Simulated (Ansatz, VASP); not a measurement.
## One calculation of Re, two programs

INCAR

```
PREC = Accurate ; ENCUT = 520
EDIFF = 1E-7 ; ISMEAR = -1
SIGMA = 0.05 ; LREAL = F
LASPH = T ; NELM = 80
ALGO = Normal ; ISIF = 2
LWAVE = F ; LCHARG = F
GGA = PE ; NBANDS = 18
```

KPOINTS

```
Automatic mesh
0
Gamma
  15 15 15
```

The input POSCAR:

```
Re
1.0
    1.3700839209      0.7910183205      6.6986080885
   -1.3700839209      0.7910183205      6.6986080885
    0.0000000000     -1.5820366411      6.6986080885
Re
3
Direct
    0.0000000000      0.0000000000      0.0000000000
    0.2221738800      0.2221738800      0.2221738800
    0.7778261200      0.7778261200      0.7778261200
```

Input for Ansatz:

```yaml
crystal:
  lattice:
    - [1.3700839209, 0.7910183205, 6.6986080885]
    - [-1.3700839209, 0.7910183205, 6.6986080885]
    - [0.0, -1.5820366411, 6.6986080885]
  atoms:
    - { symbol: Re, position: [0.0, 0.0, 0.0] }
    - { symbol: Re, position: [0.22217388, 0.22217388, 0.22217388] }
    - { symbol: Re, position: [0.77782612, 0.77782612, 0.77782612] }
kpoints:
  mp_grid: { grid: [15, 15, 15] }
  band_path:
    path:
      - [0.0, 0.0, 0.0]
      - [0.5, 0.5, 0.5]
      - [0.8240369786, 0.1759630214, 0.5]
      - [0.5, -0.1759630214, 0.1759630214]
      - [0.5, 0.0, 0.0]
      - [0.0, 0.0, 0.0]
      - [0.3379815107, -0.3379815107, 0.0]
      - [0.6620184893, 0.0, 0.3379815107]
      - [0.5, 0.0, 0.5]
    npoints: 5
scf:
  occupations: { method: fermi_dirac, width: 0.05 }
hamiltonian:
  xc: pbe
  pseudopotentials: { kind: all_electron, lapw: { basis_error: 0.0005 } }
output:
  forces: true
  stress: true
  eigenvalues: true
```

Change from the starting cell: equal xx and yy strain of -1 %.

Alike in both runs: task single point; functional PBE; k mesh 15 × 15 × 15; occupations fermi-dirac, width 0.05 eV; no spin polarisation.

```csv
,VASP,Ansatz
version,VASP 6.6.1,Ansatz 0.2.0
potentials or method,"VASP PAW PBE potentials, release 64 (Re), cutoff 520 eV","all-electron LAPW, scalar-relativistic"
```

```tsv
	VASP	Ansatz	Ansatz less VASP
pressure (GPa)	11.3	11.7	+0.41
traceless stress, the component that is largest in VASP (GPa)	-3.68	-3.64	+0.041
rms of the force components (eV/Å)	0.028	0.027	-0.0012
```

Atom by atom the forces differ by 0.001 eV/Å (rms over components). Ansatz ran all-electron here, and VASP with PAW potentials.

Neither program's run includes spin-orbit coupling.
